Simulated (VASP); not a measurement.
Set up this calculation in VASP 6.6.1, as the native input.

```
Task                   : single point
Functional             : LDA
Potentials or basis    : VASP PAW LDA potentials, release 64 (B, N)
Cutoff                 : 600 eV
k mesh                 : 12 × 12 × 4
Occupations            : gaussian, width 0.01 eV
Spin                   : no spin polarisation
Dipole correction      : no
Further INCAR settings : ALGO = Normal; EDIFF = 1e-06; NBANDS = 16
```

The structure of BN lies in POSCAR:

```
BN
1.0
    2.4982400000      0.0000000000      0.0000000000
   -1.2491200000      2.1635393048      0.0000000000
    0.0000000000      0.0000000000      6.6357000000
B N
2 2
Direct
    0.3333333333      0.6666666667      0.2500000000
    0.6666666667      0.3333333333      0.7500000000
    0.3333333333      0.6666666667      0.7500000000
    0.6666666667      0.3333333333      0.2500000000
```

The input as run:

INCAR

```
PREC = Accurate ; ENCUT = 600
EDIFF = 1E-6 ; ISMEAR = 0
SIGMA = 0.01 ; LREAL = F
LASPH = T ; NELM = 120
ALGO = Normal ; ISIF = 2
LWAVE = F ; LCHARG = F
NBANDS = 16 ; GGA_COMPAT = F
```

KPOINTS

```
regular mesh
0
Gamma
  12 12 4
```

Potentials or basis: VASP PAW LDA potentials, release 64 (B, N).

The run is started by

```console
$ cat potpaw_LDA.64/B/POTCAR potpaw_LDA.64/N/POTCAR > POTCAR
$ mpirun -np 1 vasp_std > vasp.out
```

Results of the run:

The pressure is -2.7 GPa and the band gap on the k mesh is 4.09 eV (least direct gap 4.51 eV).

It took 39 s on 1 thread of Intel Xeon 8259CL, on a shared host, peak memory 0.15 GiB.
